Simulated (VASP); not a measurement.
# CO2 (I-42d) in VASP: further runs, part 2 of 2

VASP 6.6.1. Earlier steps stand in the parts before.

## Step 4: Single point, PBEsol

INCAR

```
  PREC = Accurate
  ENCUT = 520
  EDIFF = 1E-7
  ISMEAR = 0
  SIGMA = 0.01
  LREAL = False
  LASPH = True
  NELM = 100
  ALGO = Normal
  ISIF = 2
  LWAVE = False
  LCHARG = False
  GGA = PS
  NBANDS = 25
```

KPOINTS

```
Automatic mesh
0
Gamma
  8 8 8
```

POSCAR

```
CO2
1.0
   -1.9590065505      1.9590065505      2.9680724205
    1.9590065505     -1.9590065505      2.9680724205
    1.9590065505      1.9590065505     -2.9680724205
C O
2 4
Direct
    0.0000000000      0.0000000000      0.0000000000
    0.7500000000      0.2500000000      0.5000000000
    0.3750000000      0.2922675108      0.4172675108
    0.7077324892      0.1250000000      0.0827324892
    0.8750000000      0.9577324892      0.5827324892
    0.0422675108      0.6250000000      0.9172675108
```

Potentials or basis: VASP PAW PBE potentials, release 64 (C, O).

Launch:

```console
> cat potpaw_PBE.64/C/POTCAR potpaw_PBE.64/O/POTCAR > POTCAR
> mpirun -np 1 vasp_std > vasp.out
```

OUTCAR:

```text
PREC = Accurate
   ENCUT = 520
   EDIFF = 1E-7
   ISMEAR = 0
   LREAL = False
   LASPH = True
   NELM = 100
   ISIF = 2
   GGA = PS

 ion  position               nearest neighbor table
   1  0.000  0.000  0.000-   3 1.39   4 1.39   5 1.39   6 1.39
   2  0.750  0.250  0.500-   3 1.39   4 1.39   5 1.39   6 1.39
   3  0.375  0.292  0.417-   1 1.39   2 1.39
   4  0.708  0.125  0.083-   1 1.39   2 1.39
   5  0.875  0.958  0.583-   1 1.39   2 1.39
   6  0.042  0.625  0.917-   1 1.39   2 1.39

[... 880 lines left out ...]
  -------------------------------------------------------------------------------------
  Total        0.5272426      0.5272426      0.4362574      0.0000000      0.0000000      0.0000000
  in kB       18.5402160     18.5402160     15.3407696      0.0000000      0.0000000      0.0000000
  external PRESSURE =      17.4737339 kB  Pullay stress =       0.0000000 kB

 VOLUME and BASIS-vectors are now :
 -----------------------------------------------------------------------------
  energy-cutoff  :      520.00
  volume of cell :       45.56
      direct lattice vectors                 reciprocal lattice vectors
    -1.959006551  1.959006551  2.968072420     0.000000000  0.255231408  0.168459501
     1.959006551 -1.959006551  2.968072420     0.255231408  0.000000000  0.168459501
     1.959006551  1.959006551 -2.968072420     0.255231408  0.255231408  0.000000000

 POSITION                                       TOTAL-FORCE (eV/Angst)
 -----------------------------------------------------------------------------------
      0.00000      0.00000      0.00000         0.000000     -0.000000      0.000000
     -0.00000      1.95901      1.48404         0.000000      0.000000      0.000000
      0.65536      0.97950      0.74202         0.098338      0.000000      0.000000
     -0.97950      1.30365      2.22605         0.000000     -0.098338     -0.000000
      1.30365      0.97950      3.71009        -0.098338     -0.000000     -0.000000
      2.93851      0.65536     -0.74202         0.000000      0.098338      0.000000
 -----------------------------------------------------------------------------------
    total drift:                                0.000002      0.000002      0.000003

  FREE ENERGIE OF THE ION-ELECTRON SYSTEM (eV)
  ---------------------------------------------------
  free  energy   TOTEN  =       -46.1073710493 eV

  energy  without entropy=      -46.1073710493  energy(sigma->0) =      -46.10737105
```

OSZICAR:

```text
N       E                     dE             d eps       ncg     rms          rms(c)
DAV:   1     0.151416041738E+03    0.15142E+03   -0.18679E+04  2950   0.128E+03
DAV:   2    -0.411912944177E+02   -0.19261E+03   -0.18588E+03  3735   0.296E+02
DAV:   3    -0.488722424368E+02   -0.76809E+01   -0.76353E+01  3926   0.578E+01
DAV:   4    -0.489352515033E+02   -0.63009E-01   -0.62968E-01  3395   0.594E+00
DAV:   5    -0.489358487750E+02   -0.59727E-03   -0.59703E-03  3888   0.550E-01    0.126E+01
DAV:   6    -0.461860760204E+02    0.27498E+01   -0.54527E+00  3720   0.191E+01    0.518E+00
DAV:   7    -0.461361676303E+02    0.49908E-01   -0.64576E-01  3743   0.552E+00    0.285E+00
DAV:   8    -0.461111500025E+02    0.25018E-01   -0.67630E-02  3649   0.235E+00    0.514E-01
DAV:   9    -0.461073549400E+02    0.37951E-02   -0.14935E-02  3723   0.104E+00    0.184E-01
DAV:  10    -0.461074079831E+02   -0.53043E-04   -0.19343E-03  3888   0.321E-01    0.667E-02
DAV:  11    -0.461073660149E+02    0.41968E-04   -0.16983E-04  3612   0.102E-01    0.199E-02
DAV:  12    -0.461073708777E+02   -0.48628E-05   -0.18901E-05  3575   0.316E-02    0.514E-03
DAV:  13    -0.461073710276E+02   -0.14996E-06   -0.23537E-06  3880   0.115E-02    0.300E-03
DAV:  14    -0.461073710493E+02   -0.21631E-07   -0.25146E-07  3424   0.468E-03
   1 F= -.46107371E+02 E0= -.46107371E+02  d E =-.115782E-69
```

stdout:

```text
POSCAR found type information on POSCAR C O
 POSCAR found :  2 types and       6 ions
 scaLAPACK will be used
 -----------------------------------------------------------------------------
|                                                                             |
|                                                                             |
|     You enforced a specific xc type in the INCAR file but a different       |
|     I HOPE YOU KNOW WHAT YOU ARE DOING!                                     |
|                                                                             |
 -----------------------------------------------------------------------------

 LDA part: xc-table for (Slater+PW92), standard interpolation
 POSCAR, INCAR and KPOINTS ok, starting setup
 FFT: planning ... GRIDC
 FFT: planning ... GRID_SOFT
 FFT: planning ... GRID
 WAVECAR not read
 entering main loop
```

It took 29 s on 1 thread of Intel Xeon 6975P-C (Granite Rapids), shared host; peak memory 0.19 GiB.

Results:

```
Free energy            : -46.1074 eV
Pressure               : 1.7 GPa
Largest force          : 0.098 eV/Å
Band gap on the k mesh : 7.58 eV, indirect (least direct gap 8.02 eV)
```

Forces on the atoms (eV/Å):
```
C    0.000  0.000  0.000
C    0.000  0.000  0.000
O    0.098  0.000  0.000
O    0.000 -0.098  0.000
O   -0.098  0.000  0.000
O    0.000  0.098  0.000
```

Caveat: the PAW data sets were made with another functional, which shifts forces and pressure a little.

## Step 5: Relaxation of cell and atoms, PBEsol

INCAR

```
SYSTEM = CO2
PREC = Accurate
ENCUT = 600
EDIFF = 1E-6
ISMEAR = 0
SIGMA = 0.01
LREAL = .False.
LASPH = .True.
NELM = 100
ALGO = Normal
ISIF = 3
LWAVE = .False.
LCHARG = .False.
GGA = PS
IBRION = 2
NSW = 80
EDIFFG = -0.001
```

KPOINTS

```
regular mesh
0
Gamma
  8 8 8
  0 0 0
```

POSCAR

```
CO2
1.0
   -1.9590342456      1.9590342456      2.9680908998
    1.9590342456     -1.9590342456      2.9680908998
    1.9590342456      1.9590342456     -2.9680908998
C O
2 4
Direct
    0.0000000000      0.0000000000      0.0000000000
    0.7500000000      0.2500000000      0.5000000000
    0.3750000000      0.2922634793      0.4172634793
    0.7077365207      0.1250000000      0.0827365207
    0.8750000000      0.9577365207      0.5827365207
    0.0422634793      0.6250000000      0.9172634793
```

Launch:

```console
> cat potpaw_PBE.64/C/POTCAR potpaw_PBE.64/O/POTCAR > POTCAR
> mpirun -np 1 vasp_std > vasp.out
```

Wall time 1.7 min (1 thread of Intel Xeon 6975P-C (Granite Rapids), shared host); peak memory 0.2 GiB.

It converged, with:

| Property | Result |
| --- | --- |
| Free energy | -46.1289 eV |
| Relaxed volume | 7.61 Å³/atom |
| Relaxed cell | a = 4.064 Å, b = 4.064 Å, c = 4.064 Å, α = 122.32°, β = 122.32°, γ = 86.02° |
| Space group after relaxing (to 0.05 Å) | I-42d (No. 122) |
| Energy gained by relaxing | 0.2 meV/atom |
| Ionic steps | 18 |
| Pressure after relaxing | 0.0 GPa |
| Band gap on the k mesh | 7.56 eV, indirect (least direct gap 7.99 eV) |

The path:
```tsv
step	energy change (eV)	largest force (eV/Å)	pressure (GPa)	volume (Å³)
1	0.0000	0.0955	1.23	45.56
2	0.0014	0.1398	-2.06	45.95
3	-0.0009	0.0038	-0.03	45.71
4	-0.0009	0.0061	-0.04	45.71
5	-0.0009	0.0033	-0.01	45.70
6	-0.0009	0.0012	0.01	45.69
7	-0.0009	0.0006	0.00	45.68
8	-0.0009	0.0018	0.03	45.67
9	-0.0009	0.0007	0.03	45.68
10	-0.0009	0.0001	0.04	45.68
11	-0.0009	0.0002	0.02	45.68
12	-0.0009	0.0033	0.00	45.69
13	-0.0009	0.0084	-0.13	45.69
14	-0.0009	0.0041	-0.04	45.69
15	-0.0009	0.0032	-0.05	45.69
16	-0.0009	0.0028	-0.04	45.69
17	-0.0009	0.0020	-0.04	45.68
18	-0.0009	0.0003	0.00	45.68
```

Final structure:
```xyz
6
Lattice="-1.9603 1.9603 2.9719 1.9603 -1.9603 2.9719 1.9603 1.9603 -2.9719" Properties=species:S:1:pos:R:3 pbc="T T T"
C     0.0000    0.0000    0.0000
C     0.0000    1.9603    1.4860
O     0.6583    0.9801    0.7430
O    -0.9801    1.3019    2.2289
O     1.3019    0.9801    3.7149
O     2.9404    0.6583   -0.7430
```

Levels at points of the mesh, in eV from the valence-band top:
```
           k point  band 13  band 14  band 15  band 16  band 17  band 18  band 19  band 20
(0.00, 0.00, 0.00)    -1.29    -0.89    -0.89    -0.44     7.56     9.37     9.38     9.38
(0.50, 0.00, 0.00)    -1.74    -1.44    -0.44     0.00     8.29     9.56     9.77    10.34
(0.50, 0.50, 0.00)    -0.66    -0.66    -0.54    -0.54     9.01     9.01     9.96     9.96
(0.50, 0.50, 0.50)    -2.89    -2.89    -0.03    -0.03     8.86     8.86    10.80    10.80
```

Caveat: the PAW data sets were made with another functional, which shifts forces and pressure a little. A k mesh can miss the band edges.

## Step 6: Summary

```tsv
task	cell	cutoff (eV)	smearing	gap on the mesh (eV)	pressure (GPa)	relaxed volume (Å³/atom)	largest force (eV/Å)
single point	a = 4.060 Å, angles 122.3, 122.3, 86.1°, 6 atoms	520	gaussian 0.02 eV	7.58	1.7	-	0.10
relaxation of cell and atoms	relaxed from a = 4.062 Å, angles 122.5, 122.5, 85.7°, 6 atoms	600	gaussian 0.02 eV	7.56	0.1	7.61	-
single point	a = 4.060 Å, angles 122.3, 122.3, 86.1°, 6 atoms	520	gaussian 0.01 eV	7.58	1.7	-	0.10
relaxation of cell and atoms	relaxed from a = 4.060 Å, angles 122.3, 122.3, 86.1°, 6 atoms	600	gaussian 0.01 eV	7.56	0.0	7.61	-
```

Alike in all rows: level PBEsol; potentials or basis VASP PAW PBE potentials, release 64 (C, O); no spin polarisation; k mesh 8 × 8 × 8.

Caveats: the PAW data sets were made with another functional, which shifts forces and pressure a little.

Total energies depend on the potentials used, so only differences within one code and one set of settings carry meaning.
